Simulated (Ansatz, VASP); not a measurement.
# TiH: VASP beside Ansatz

```
Ti H
1.0
     0.00000    2.08689    2.08689
     2.08689    0.00000    2.08689
     2.08689    2.08689    0.00000
Ti H
1 1
Direct
  0.00000 0.00000 0.00000
  0.50000 0.50000 0.50000
```

Alike in both runs: functional r2SCAN; k mesh 22 × 22 × 22; occupations gaussian, width 0.1 eV; no spin polarisation.

Ansatz relaxed the structure, and its values are those at the end. VASP's run is a single point on that final structure, the one shown.

```csv
,VASP,Ansatz
version,VASP 6.6.1,Ansatz 0.2.0
potentials or method,"VASP PAW PBE potentials, release 64 (Ti_sv, H), cutoff 520 eV","scalar-relativistic, plane waves, PAW"
valence electrons in the cell,13,13
```

```tsv
	VASP	Ansatz	Ansatz less VASP
gap on the k mesh at the Fermi level (eV)	none	none	-
pressure (GPa)	0.6	0.0	-0.56
```

VASP's potentials were made for PBE, not for r2SCAN. A gap of «none» marks a metal or a gap that the smearing closes. With one functional, cell and mesh, what is left measures potentials, basis and numerics.
